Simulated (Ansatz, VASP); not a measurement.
# MgO: VASP beside Ansatz

```
Mg O
1.0
     0.00000    2.10760    2.10760
     2.10760    0.00000    2.10760
     2.10760    2.10760    0.00000
Mg O
1 1
Cartesian
  0.0532 0.0532 0.0000
  2.0268 2.0268 2.1076
```

Change from the starting cell: mode 4 frozen in at -0.081 Å and mode 5 at -0.081 Å (largest displacements).

Alike in both runs: task single point; functional PBEsol; k mesh 10 × 10 × 10; occupations gaussian, width 0.05 eV; no spin polarisation.

```csv
,VASP,Ansatz
version,VASP 6.6.1,Ansatz 0.2.0
potentials or method,"VASP PAW PBE potentials, release 64 (Mg, O), cutoff 520 eV","scalar-relativistic, plane waves, PAW"
valence electrons in the cell,8,16
```

```csv
,VASP,Ansatz,Ansatz less VASP
gap on the k mesh at the Fermi level (eV),4.60,4.60,+0.004
least direct gap on the mesh (eV),4.60,4.60,+0.004
pressure (GPa),2.8,3.4,+0.51
"traceless stress, the component that is largest in VASP (GPa)",-4.26,-4.17,+0.085
rms of the force components (eV/Å),0.619,0.611,-0.0074
```

VASP's potentials were made for PBE, not for PBEsol, and Ansatz warns of the same on its side. Atom by atom the forces differ by 0.007 eV/Å (rms over components). VASP's potentials hold 8 valence electrons a cell and Ansatz's 16, so a difference there can come from the potentials and not from the codes.
